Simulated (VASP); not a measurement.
Here is a VASP 6.6.1 calculation.

The input INCAR:

```
SYSTEM = HgPd
PREC = Accurate
ENCUT = 520
EDIFF = 1E-6
ISMEAR = -1
SIGMA = 0.08
LREAL = .False.
LASPH = .True.
NELM = 150
ALGO = Normal
ISIF = 2
LWAVE = .False.
LCHARG = .False.
MAGMOM = 0 0 0 0 0 0
LORBIT = 11
LSORBIT = .True.
GGA_COMPAT = .False.
LORBMOM = .True.
LMAXMIX = 4
GGA = CA
NBANDS = 34
```

File KPOINTS:

```
Automatic mesh
0
Gamma
  10 10 10
  0 0 0
```

POSCAR

```
HgPd
1.0
    2.9866873877      0.0000000000      0.0000000000
    0.0000000000      2.9866873877      0.0000000000
    0.0000000000      0.0000000000      3.6861335991
Hg Pd
1 1
Direct
    0.0000000000      0.0000000000      0.0000000000
    0.5000000000      0.5000000000      0.5000000000
```

Potentials or basis: VASP PAW LDA potentials, release 64 (Hg, Pd).

The run is started by

```sh
$ cat potpaw_LDA.64/Hg/POTCAR potpaw_LDA.64/Pd/POTCAR > POTCAR
$ mpirun -np 1 vasp_ncl > vasp.out
```

Q: Predict the net moment.

A: 0.00 μB per cell.

Q: Estimate the pressure.

A: 1.1 GPa.

Moments on the atoms (μB; x, y, z):
```
Hg  0.00 0.00 0.00
Pd  0.00 0.00 0.00
```
